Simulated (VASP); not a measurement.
Crystal: Si.

```xyz
6
Lattice="-3.3361 3.3361 3.3361 3.3361 -3.3361 3.3361 3.3361 3.3361 -3.3361" Properties=species:S:1:pos:R:3 pbc="T T T"
Si    0.0000    3.3361    1.6680
Si    0.0000    1.6680    3.3361
Si    1.6680    3.3361    0.0000
Si    3.3361    1.6680    0.0000
Si    3.3361    0.0000    1.6680
Si    1.6680    0.0000    3.3361
```

Base run:

- Program: VASP 6.6.1
- Functional: PBE
- Potentials or basis: VASP PAW PBE potentials, release 64 (Si)
- Cutoff: 520 eV
- k mesh: 4 × 4 × 4
- Occupations: fermi-dirac, width 0.1 eV
- Spin: no spin polarisation

Its results: band gap on the k mesh 0.15 eV, indirect (least direct gap 0.36 eV); pressure 1.8 GPa.

**Question.** The run is repeated on the same cell with these changes: k mesh from 4 × 4 × 4 to 3 × 3 × 3. What comes out?

**Answer.** Band gap on the k mesh 0.43 eV, direct; pressure 1.8 GPa.

Caveats: some runs use coarse meshes.

A k mesh can miss the band edges.
